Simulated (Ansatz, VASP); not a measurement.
# SnSe2: VASP beside Ansatz

```
Sn Se
1.0
     3.49187    0.00000    0.00000
    -1.74593    3.02405    0.00000
     0.00000    0.00000    7.31002
Sn Se
1 2
Direct
  0.00000 0.00000 0.00000
  0.33333 0.66667 0.25000
  0.66667 0.33333 0.75000
```

Alike in both runs: task single point; functional PBEsol; dispersion D3(BJ); k mesh 12 × 12 × 6; occupations gaussian, width 0.05 eV; no spin polarisation.

```csv
,VASP,Ansatz
version,VASP 6.6.1,Ansatz 0.2.0
potentials or method,"VASP PAW PBE potentials, release 64 (Sn_d, Se), cutoff 520 eV","scalar-relativistic, plane waves, PAW"
valence electrons in the cell,26,46
```

Ansatz gave:

| Quantity | Value |
| --- | --- |
| gap on the k mesh at the Fermi level (eV) | none |
| pressure (GPa) | 1.2 |
| traceless stress, the component that is largest in VASP (GPa) | -12.41 |
| rms of the force components (eV/Å) | 0.492 |

Problem. Which values does VASP return?

Solution. gap on the k mesh at the Fermi level (eV): none; pressure (GPa): 1.3; traceless stress, the component that is largest in VASP (GPa): -12.37; rms of the force components (eV/Å): 0.482.

VASP's potentials were made for PBE, not for PBEsol. Atom by atom the forces differ by 0.010 eV/Å (rms over components). A gap of «none» marks a metal or a gap that the smearing closes. VASP's potentials hold 26 valence electrons a cell and Ansatz's 46, so a difference there can come from the potentials and not from the codes.
